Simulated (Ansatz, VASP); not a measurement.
**Two plane-wave programs on Ta4H3**

```
Ta H
1.0
     4.82687    0.00000    0.00000
     0.00000    4.82687    0.00000
     0.00000    0.00000    3.47366
Ta H
4 3
Cartesian
  3.6503 3.6503 0.8562
  1.1766 1.1766 0.8562
  3.6503 1.1766 2.6175
  1.1766 3.6503 2.6175
  2.4134 0.0000 1.7368
  0.0000 2.4134 1.7368
  2.4134 2.4134 0.0000
```

Change from the starting cell: built by hand: bcc Ta with zincblende-like H order, one vacancy (P-42m, No. 111).

Alike in both runs: functional PBE; k mesh 3 × 3 × 5; occupations gaussian, width 0.2 eV; no spin polarisation.

Ansatz relaxed the structure, and its values are those at the end. VASP's run is a single point on that final structure, the one shown.

|  | VASP | Ansatz |
| --- | --- | --- |
| version | VASP 6.6.1 | Ansatz 0.2.0 |
| potentials or method | VASP PAW PBE potentials, release 64 (Ta_pv, H), cutoff 520 eV | scalar-relativistic, plane waves, PAW |
| valence electrons in the cell | 47 | 55 |

VASP gave:

* gap on the k mesh at the Fermi level (eV): none
* pressure (GPa): 0.1
* rms of the force components (eV/Å): 0.005

Question: What did Ansatz give for the same quantities?

Answer: gap on the k mesh at the Fermi level (eV): none; pressure (GPa): 0.0; rms of the force components (eV/Å): 0.001.

A gap of «none» marks a metal or a gap that the smearing closes. The functional is the same, so the differences come from potentials, cutoffs and numerics. VASP's potentials hold 47 valence electrons a cell and Ansatz's 55, so a difference there can come from the potentials and not from the codes.

The k mesh is coarse, so the values compare programs but aren't converged. Neither program's run includes spin-orbit coupling.
